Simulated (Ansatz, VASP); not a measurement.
**Cu2H3: VASP beside Ansatz**

```xyz
5
Lattice="3.3706 0.0000 0.0000 -1.6853 2.9190 0.0000 0.0000 0.0000 4.8234" Properties=species:S:1:pos:R:3 pbc="T T T"
Cu    0.0000    1.9460    2.4117
Cu    1.6853    0.9730    2.4117
H     0.0000    1.9460    0.0000
H     1.6853    0.9730    0.0000
H     0.0000    0.0000    2.4117
```

Alike in both runs: task relaxation of cell and atoms; functional PBE; k mesh 6 × 6 × 4; occupations gaussian, width 0.1 eV; no spin polarisation.

```csv
,VASP,Ansatz
version,VASP 6.6.1,Ansatz 0.2.0
potentials or method,"VASP PAW PBE potentials, release 64 (Cu, H), cutoff 600 eV","scalar-relativistic, plane waves, PAW"
valence electrons in the cell,25,41
```

```csv
,VASP,Ansatz,Ansatz less VASP
"gap on the k mesh at the Fermi level, each at its own relaxed structure (eV)",none,none,-
relaxed volume (Å³/atom),9.22,9.25,+0.038
relaxed cell length with the largest relative difference (Å),4.107,4.120,+0.0133
```

A gap of «none» marks a metal or a gap that the smearing closes. VASP's potentials hold 25 valence electrons a cell and Ansatz's 41, so a difference there can come from the potentials and not from the codes.
